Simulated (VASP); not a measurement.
# La2O3 (P-62m) in VASP: notebook

La2O3 is run at these levels: PBEsol+D3(BJ); tasks: relaxation of cell and atoms.

All numbers are computed with VASP 6.6.1; they aren't measurements. Logs are shortened: lines on timing, memory, paths and dates and some standing lists are left out, and cuts for length are marked.

## Step 1: The cell of the first run

It takes space group P-62m (No. 189, hexagonal). Conventional cell: a = 6.267 Å, b = 6.267 Å, c = 3.300 Å, α = 90.00°, β = 90.00°, γ = 120.00°. Within 3.2 Å of La (site symmetry -6) lie 6 O at 2.45 Å. Within 3.2 Å of O (site symmetry m2m) lie 4 La at 2.45 Å and 4 O at 3.13 Å.

## Step 2: Relaxation of cell and atoms, PBEsol+D3(BJ), target pressure 4 GPa, at which the enthalpy is minimised

Contents of INCAR:

```
SYSTEM = La2O3
PREC = Accurate
ENCUT = 600
EDIFF = 1E-7
ISMEAR = 0
SIGMA = 0.01
LREAL = .FALSE.
LASPH = .TRUE.
NELM = 100
ALGO = Normal
ISIF = 3
LWAVE = .FALSE.
LCHARG = .FALSE.
GGA = PS
IVDW = 12
IBRION = 2
NSW = 80
EDIFFG = -0.03
PSTRESS = 40.0
```

Contents of KPOINTS:

```
regular mesh
0
G
  3 3 6
  0 0 0
```

Contents of POSCAR:

```
La2O3
1.0
    6.2667802800      0.0000000000      0.0000000000
   -3.1333901400      5.4271909200      0.0000000000
    0.0000000000      0.0000000000      3.2997660000
La O
2 3
Direct
    0.3333333300      0.6666666700      0.5000000000
    0.6666666700      0.3333333300      0.5000000000
    0.4919860000      0.4919860000      0.0000000000
    0.0000000000      0.5080140000      0.0000000000
    0.5080140000      0.0000000000      0.0000000000
```

Potentials or basis: VASP PAW PBE potentials, release 64 (La, O).

Launch:

```sh
cat potpaw_PBE.64/La/POTCAR potpaw_PBE.64/O/POTCAR > POTCAR
mpirun -np 1 vasp_std > vasp.out
```

OUTCAR:

```text
SYSTEM = La2O3
   PREC = Accurate
   ENCUT = 600
   EDIFF = 1E-7
   ISMEAR = 0
   LREAL = .FALSE.
   LASPH = .TRUE.
   NELM = 100
   ISIF = 3
   GGA = PS
   IVDW = 12
   IBRION = 2
   NSW = 80
   EDIFFG = -0.03
   PSTRESS = 40.0
 IVDW          = 12

 ion  position               nearest neighbor table
   1  0.333  0.667  0.500-   4 2.45   4 2.45   5 2.45   5 2.45   3 2.45   3 2.45   2 3.62   2 3.62
                             2 3.62
   2  0.667  0.333  0.500-   5 2.45   5 2.45   4 2.45   4 2.45   3 2.45   3 2.45   1 3.62   1 3.62
                             1 3.62
   3  0.492  0.492  0.000-   1 2.45   1 2.45   2 2.45   2 2.45
   4  0.000  0.508  0.000-   1 2.45   1 2.45   2 2.45   2 2.45
   5  0.508  0.000  0.000-   2 2.45   2 2.45   1 2.45   1 2.45

  LATTYP: Found a hexagonal cell.
 ALAT       =     6.2667802800
 C/A-ratio  =     0.5265488580

  Lattice vectors:

 A1 = (   6.2667802800,   0.0000000000,   0.0000000000)
 A2 = (  -3.1333901400,   5.4271909200,   0.0000000000)
 A3 = (   0.0000000000,   0.0000000000,   3.2997660000)

Analysis of symmetry for initial positions (statically):
=====================================================================
 Subroutine PRICEL returns:
 Original cell was already a primitive cell.

 Routine SETGRP: Setting up the symmetry group for a
 hexagonal supercell.

 Subroutine GETGRP returns: Found 12 space group operations
 (whereof 12 operations were pure point group operations)
 out of a pool of 24 trial point group operations.

The static configuration has the point symmetry D_3h.

Analysis of symmetry for dynamics (positions and initial velocities):
=====================================================================
 Subroutine PRICEL returns:
 Original cell was already a primitive cell.

 Routine SETGRP: Setting up the symmetry group for a
 hexagonal supercell.

 Subroutine GETGRP returns: Found 12 space group operations
 (whereof 12 operations were pure point group operations)
 out of a pool of 24 trial point group operations.

The dynamic configuration has the point symmetry D_3h.

 Subroutine INISYM returns: Found 12 space group operations
 (whereof 12 operations are pure point group operations),
 and found     1 'primitive' translations

----------------------------------------------------------------------------------------

                                     Primitive cell

  volume of cell :     112.2284

  direct lattice vectors                    reciprocal lattice vectors
     6.266780280  0.000000000  0.000000000     0.159571575  0.092128692  0.000000000
    -3.133390140  5.427190920  0.000000000     0.000000000  0.184257384  0.000000000
     0.000000000  0.000000000  3.299766000     0.000000000  0.000000000  0.303051792

  length of vectors
     6.266780280  6.266780278  3.299766000     0.184257384  0.184257384  0.303051792

  position of ions in fractional coordinates (direct lattice)
     0.333333330  0.666666670  0.500000000
     0.666666670  0.333333330  0.500000000
     0.491986000  0.491986000  0.000000000
     0.000000000  0.508014000  0.000000000
     0.508014000  0.000000000  0.000000000

  ion indices of the primitive-cell ions
   primitive index   ion index
                 1           1
                 2           2
                 3           3
                 4           4
                 5           5

----------------------------------------------------------------------------------------

 KPOINTS: regular mesh

Automatic generation of k-mesh.
 Grid dimensions read from file:
 generate k-points for:    3    3    6

 Generating k-lattice:

  Cartesian coordinates                     Fractional coordinates (reciprocal lattice)
     0.053190525  0.030709564  0.000000000     0.333333333  0.000000000  0.000000000
     0.000000000  0.061419128  0.000000000     0.000000000  0.333333333  0.000000000
     0.000000000  0.000000000  0.050508632     0.000000000  0.000000000  0.166666667

  Length of vectors
     0.061419128  0.061419128  0.050508632

  Shift w.r.t. Gamma in fractional coordinates (k-lattice)
     0.000000000  0.000000000  0.000000000

 Subroutine IBZKPT returns following result:
 ===========================================

 Found     12 irreducible k-points:

 Following reciprocal coordinates:
            Coordinates               Weight
  0.000000  0.000000  0.000000      1.000000
  0.333333  0.000000  0.000000      6.000000
  0.333333  0.333333  0.000000      2.000000
  0.000000  0.000000  0.166667      2.000000
  0.333333  0.000000  0.166667     12.000000
  0.333333  0.333333  0.166667      4.000000
  0.000000  0.000000  0.333333      2.000000
  0.333333  0.000000  0.333333     12.000000
  0.333333  0.333333  0.333333      4.000000
  0.000000  0.000000  0.500000      1.000000
  0.333333  0.000000  0.500000      6.000000
  0.333333  0.333333  0.500000      2.000000
   k-points           NKPTS =     12   k-points in BZ     NKDIM =     12   number of bands    NBANDS=     24
   number of dos      NEDOS =    301   number of ions     NIONS =      5
   total plane-waves  NPLWV =  70000
   dimension x,y,z NGX =    50 NGY =   50 NGZ =   28
   dimension x,y,z NGXF=   100 NGYF=  100 NGZF=   56
   ions per type =               2   3
   NGX,Y,Z   is equivalent  to a cutoff of  13.26, 13.26, 14.11 a.u.
   NGXF,Y,Z  is equivalent  to a cutoff of  26.53, 26.53, 28.21 a.u.
 SYSTEM =  La2O3
   PREC   = accura    normal or accurate (medium, high low for compatibility)
   ISTART =      0    job   : 0-new  1-cont  2-samecut
   ICHARG =      2    charge: 1-file 2-atom 10-const
   ISPIN  =      1    spin polarized calculation?
   LNONCOLLINEAR =      F non collinear calculations
   LSORBIT =      F    spin-orbit coupling
   LASPH  =      T    aspherical Exc in radial PAW
   ENCUT  =  600.0 eV  44.10 Ry    6.64 a.u.  12.52 12.52  6.59*2*pi/ulx,y,z
   NELM   =    100;   NELMIN=  2; NELMDL= -5     # of ELM steps
   EDIFF  = 0.1E-06   stopping-criterion for ELM
   LREAL  =      F    real-space projection
   EDIFFG = -.3E-01   stopping-criterion for IOM
   NSW    =     80    number of steps for IOM
   IBRION =      2    ionic relax: 0-MD 1-quasi-New 2-CG
   NFREE  =      1    steps in history (QN), initial steepest desc. (CG)
   ISIF   =      3    stress and relaxation
   ISYM   =      2    0-nonsym 1-usesym 2-fastsym
   POTIM  = 0.5000    time-step for ionic-motion
   TEBEG  =    0.0;   TEEND  =   0.0 temperature during run
   PSTRESS=   40.0 pullay stress
   NELECT =      40.0000    total number of electrons
   NUPDOWN=      -1.0000    fix difference up-down
   EMIN   =  10.00;   EMAX   =-10.00  energy-range for DOS
   EFERMI =   0.00;   METHOD = LEGACY
   ISMEAR =     0;   SIGMA  =   0.01  broadening in eV -4-tet -1-fermi 0-gaus
   EFERMI_NEDOS =   21; number of points for ismear=-14 and -15
   IALGO  =     38    algorithm
   IMIX   =      4    mixing-type and parameters
     AMIX     =   0.40;   BMIX     =  1.00
     AMIX_MAG =   1.60;   BMIX_MAG =  1.00
  volume/ion in A,a.u.               =      22.45       151.47
  Fermi-wavevector in a.u.,A,eV,Ry     =   1.160719  2.193442 18.330716  1.347270
  Thomas-Fermi vector in A             =   2.297299
   LORBIT       =      0    0 simple, 1 ext, 2 COOP (PROOUT), +10 PAW based schemes
   GGA     = PS    functional components
   LHFCALC =     F    Hartree Fock is set to
   AEXX    =    0.0000 exact exchange contribution
   IVDW    =    12    specifies the selected vdW correction
   LEPSILON=     F    determine dielectric tensor
   LRPA    =     F    only Hartree local field effects (RPA)
 conjugate gradient relaxation of ions
 non-spin polarized calculation
 Gauss-broadening in eV      SIGMA  =   0.01
  energy-cutoff  :      600.00
  volume of cell :      112.23
 maximum number of plane-waves:      3781
 NGX is ok and might be reduce to    50
   NGX = 25   NGY = 25   NGZ = 13

--------------------------------------- Ionic step        1  -------------------------------------------

 number of electron      40.0000012 magnetization

 Free energy of the ion-electron system (eV)
  ---------------------------------------------------
  ext. energy  EPLUGINS =         0.00000000
  ---------------------------------------------------
  free energy    TOTEN  =       -42.44716039 eV

  energy without entropy =      -42.44716039  energy(sigma->0) =      -42.44716039

------------------------ aborting loop because EDIFF is reached ----------------------------------------

 Edisp (eV)   -0.99380

 E8    (eV) :    -0.7176

  FORCE on cell =-STRESS in cart. coord.  units (eV):
  Direction    XX          YY          ZZ          XY          YZ          ZX
  --------------------------------------------------------------------------------------
  -------------------------------------------------------------------------------------
  Total      -1.07029    -1.07029    -3.74646     0.00000    -0.00000     0.00000
  in kB     -15.27950   -15.27950   -53.48463     0.00000    -0.00000     0.00000
  external pressure =      -68.01 kB  Pullay stress =       40.00 kB

 VOLUME and BASIS-vectors are now :
 -----------------------------------------------------------------------------
  energy-cutoff  :      600.00
  volume of cell :      112.23
      direct lattice vectors                 reciprocal lattice vectors
     6.266780280  0.000000000  0.000000000     0.159571575  0.092128692  0.000000000
    -3.133390140  5.427190920  0.000000000     0.000000000  0.184257384  0.000000000
     0.000000000  0.000000000  3.299766000     0.000000000  0.000000000  0.303051792

 POSITION                                       TOTAL-FORCE (eV/Angst)
 -----------------------------------------------------------------------------------
     -0.00000      3.61813      1.64988         0.000000     -0.000000      0.000000
      3.13339      1.80906      1.64988        -0.000000     -0.000000      0.000000
      1.54158      2.67010      0.00000         0.030748      0.053257     -0.000000
     -1.59181      2.75709      0.00000         0.030748     -0.053257      0.000000
      3.18361      0.00000      0.00000        -0.061496     -0.000000     -0.000000
 -----------------------------------------------------------------------------------
    total drift:                                0.000000      0.000000     -0.000000
[... 306 lines left out ...]
 POSITION                                       TOTAL-FORCE (eV/Angst)
 -----------------------------------------------------------------------------------
     -0.00000      3.54547      1.61556         0.000000      0.000000     -0.000000
      3.07047      1.77274      1.61556         0.000000     -0.000000     -0.000000
      1.51256      2.61983      0.00000         0.012887      0.022321      0.000000
      4.58303      2.69838      0.00000         0.012887     -0.022321     -0.000000
      0.04535      5.31821      0.00000        -0.025774     -0.000000      0.000000
 -----------------------------------------------------------------------------------
    total drift:                               -0.000000     -0.000000      0.000000

  FREE ENERGIE OF THE ION-ELECTRON SYSTEM (eV)
  ---------------------------------------------------
  free  energy   TOTEN  =       -43.4293874716 eV

  energy  without entropy=      -43.4293874716  energy(sigma->0) =      -43.42938747

  enthalpy is  TOTEN    =       -40.7948564260 eV   P V=        2.6345310456

--------------------------------------- Ionic step        9  -------------------------------------------

 number of electron      39.9999999 magnetization

 Free energy of the ion-electron system (eV)
  ---------------------------------------------------
  ext. energy  EPLUGINS =         0.00000000
  ---------------------------------------------------
  free energy    TOTEN  =       -42.36253239 eV

  energy without entropy =      -42.36253239  energy(sigma->0) =      -42.36253239

 E-fermi :   4.1131     XC(G=0):  -8.7398

 val. band max:        4.0566915858   @ k =   0.0000   0.0000   0.5000
 cond. band min:       5.1556166552   @ k =   0.0000   0.0000   0.0000
 fundamental gap:      1.0989250694
 Fermi energy:         4.1130551595

 k-point     1 :       0.0000    0.0000    0.0000
  band No.  band energies     occupation
      1     -26.5538      2.00000
      2     -26.2501      2.00000
      3     -13.9867      2.00000
      4     -13.9867      2.00000
      5     -12.0853      2.00000
      6     -10.0750      2.00000
[... 16 lines left out ...]
     23       7.9652      0.00000
     24       7.9652      0.00000

 k-point     2 :       0.3333    0.0000    0.0000
  band No.  band energies     occupation
      1     -26.4921      2.00000
      2     -26.3169      2.00000
      3     -14.0009      2.00000
      4     -13.6912      2.00000
      5     -12.6490      2.00000
      6      -9.9959      2.00000
[... 303 lines left out ...]
 VOLUME and BASIS-vectors are now :
 -----------------------------------------------------------------------------
  energy-cutoff  :      600.00
  volume of cell :      105.37
      direct lattice vectors                 reciprocal lattice vectors
     6.138541767  0.000000000  0.000000000     0.162905139  0.094053326 -0.000000000
    -3.069270883  5.316133110  0.000000000     0.000000000  0.188106652 -0.000000000
     0.000000000  0.000000000  3.228782232     0.000000000 -0.000000000  0.309714291

 POSITION                                       TOTAL-FORCE (eV/Angst)
 -----------------------------------------------------------------------------------
     -0.00000      3.54409      1.61439        -0.000000      0.000000     -0.000000
      3.06927      1.77204      1.61439         0.000000      0.000000     -0.000000
      1.51170      2.61834      0.00000         0.012609      0.021839      0.000000
      4.58097      2.69779      0.00000         0.012609     -0.021839     -0.000000
      3.11514      0.00000      0.00000        -0.025218      0.000000      0.000000
 -----------------------------------------------------------------------------------
    total drift:                               -0.000000     -0.000000      0.000000

  FREE ENERGIE OF THE ION-ELECTRON SYSTEM (eV)
  ---------------------------------------------------
  free  energy   TOTEN  =       -43.4255300144 eV

  energy  without entropy=      -43.4255300144  energy(sigma->0) =      -43.42553001

  enthalpy is  TOTEN    =       -40.7949638765 eV   P V=        2.6305661379

 reached required accuracy - stopping structural energy minimisation
```

Wall time 6.4 min (1 thread of Intel Xeon Platinum 8488C (Sapphire Rapids), shared host); peak memory 0.3 GiB.

What came out:

| Property | Result |
| --- | --- |
| Free energy | -43.4255 eV |
| Relaxed volume | 21.07 Å³/atom |
| Relaxed cell | a = 6.139 Å, b = 6.139 Å, c = 3.229 Å, α = 90.00°, β = 90.00°, γ = 120.00° |
| Space group after relaxing (to 0.05 Å) | P-62m (No. 189) |
| Energy change on relaxing (the enthalpy is what falls) | +3.1 meV/atom |
| Ionic steps | 9 |
| Pressure after relaxing | 4.0 GPa |
| Largest force after relaxing | 0.025 eV/Å |
| Band gap on the k mesh | 1.10 eV, indirect (least direct gap 1.82 eV) |
| Dispersion energy per atom | -0.213 eV |

Forces on the atoms (eV/Å):
```
La   0.000  0.000  0.000
La   0.000  0.000  0.000
O    0.013  0.022  0.000
O    0.013 -0.022  0.000
O   -0.025  0.000  0.000
```

Step by step:
```tsv
step	energy change (eV)	largest force (eV/Å)	pressure (GPa)	volume (Å³)
1	0.0000	0.0615	-2.80	112.23
2	0.5575	0.0260	16.51	97.43
3	0.0028	0.0306	3.63	106.02
4	0.0063	0.0298	3.80	105.87
5	0.0095	0.0291	3.95	105.75
6	0.0175	0.0255	4.14	105.29
7	0.0197	0.0247	4.18	105.20
8	0.0116	0.0258	3.78	105.52
9	0.0154	0.0252	3.97	105.37
```

Final structure:
```
La O
1.0
     6.13854    0.00000    0.00000
    -3.06927    5.31613    0.00000
     0.00000    0.00000    3.22878
La O
2 3
Direct
  0.33333 0.66667 0.50000
  0.66667 0.33333 0.50000
  0.49253 0.49253 0.00000
  0.00000 0.50747 0.00000
  0.50747 0.00000 0.00000
```

Caveat: the cell is relaxed towards a set pressure, so the enthalpy falls and the energy may rise; the PAW data sets were made with another functional, which shifts forces and pressure a little; spin-orbit coupling is left out, which moves the levels of the heavy elements. As with any semilocal functional, this PBEsol gap is likely too small.

## Step 3: Relaxation of cell and atoms, PBEsol+D3(BJ), target pressure 6 GPa, at which the enthalpy is minimised

Contents of INCAR:

```
SYSTEM = La2O3
ALGO     = Normal         ! electronic algorithm
EDIFF    = 1E-6           ! SCF threshold, eV
EDIFFG   = -0.03          ! ionic threshold
ENCUT    = 600            ! plane-wave cutoff, eV
GGA      = PS             ! functional
IBRION   = 2              ! ionic algorithm
ISIF     = 3              ! what is computed and relaxed
ISMEAR   = 0              ! smearing method
IVDW     = 12             ! dispersion correction
LASPH    = .True.         ! aspherical terms in the spheres
LCHARG   = .False.        ! write CHGCAR
LREAL    = .False.        ! projectors in reciprocal space
LWAVE    = .False.        ! write WAVECAR
NELM     = 80             ! most SCF steps
NSW      = 80             ! ionic steps
PREC     = Accurate       ! precision mode
PSTRESS  = 60.0         
SIGMA    = 0.01           ! smearing width, eV
```

Contents of KPOINTS:

```
k-points
0
Gamma
  3 3 6
  0 0 0
```

POSCAR is that of step 2.

Potentials or basis: VASP PAW PBE potentials, release 64 (La, O).

Launch:

```sh
cat potpaw_PBE.64/La/POTCAR potpaw_PBE.64/O/POTCAR > POTCAR
mpirun -np 1 vasp_std > vasp.out
```

It took 6.8 min on 1 thread of Intel Xeon Platinum 8488C (Sapphire Rapids), shared host; peak memory 0.3 GiB.

The run converged. Its results:

| Item | Value |
| --- | --- |
| Free energy | -43.3657 eV |
| Relaxed volume | 20.69 Å³/atom |
| Relaxed cell | a = 6.088 Å, b = 6.088 Å, c = 3.223 Å, α = 90.00°, β = 90.00°, γ = 120.00° |
| Space group after relaxing (to 0.05 Å) | P-62m (No. 189) |
| Energy change on relaxing (the enthalpy is what falls) | +15.1 meV/atom |
| Ionic steps | 9 |
| Pressure after relaxing | 6.0 GPa |
| Largest force after relaxing | 0.015 eV/Å |
| Band gap on the k mesh | 1.00 eV, indirect (least direct gap 1.77 eV) |
| Dispersion energy per atom | -0.217 eV |

Forces on the atoms (eV/Å):
```
La   0.000  0.000  0.000
La   0.000  0.000  0.000
O    0.007  0.013  0.000
O    0.007 -0.013  0.000
O   -0.015  0.000  0.000
```

Step by step:
```tsv
step	energy change (eV)	largest force (eV/Å)	pressure (GPa)	volume (Å³)
1	0.0000	0.0615	-2.80	112.23
2	1.0764	0.0613	24.37	93.35
3	0.0460	0.0219	5.42	104.48
4	0.0545	0.0205	5.73	104.24
5	0.0604	0.0196	5.92	104.09
6	0.0768	0.0148	6.17	103.41
7	0.0818	0.0138	6.21	103.27
8	0.0676	0.0159	5.72	103.65
9	0.0753	0.0147	5.99	103.44
```

Final structure:
```
CELL_PARAMETERS angstrom
6.08770 0.00000 0.00000
-3.04385 5.27210 0.00000
0.00000 0.00000 3.22301
ATOMIC_POSITIONS crystal
La 0.33333 0.66667 0.50000
La 0.66667 0.33333 0.50000
O 0.49239 0.49239 0.00000
O 0.00000 0.50761 0.00000
O 0.50761 0.00000 0.00000
```

Levels at points of the mesh, in eV from the valence-band top:
```
           k point  band 18  band 19  band 20  band 21  band 22  band 23
(0.00, 0.00, 0.00)    -1.38    -1.23    -0.77     1.00     3.24     3.88
(0.00, 0.00, 0.50)    -1.75    -0.79     0.00     4.20     4.20     4.22
```

Caveat: the cell is relaxed towards a set pressure, so the enthalpy falls and the energy may rise; the PAW data sets were made with another functional, which shifts forces and pressure a little; spin-orbit coupling is left out, which moves the levels of the heavy elements.

[end of part 1 of 2]
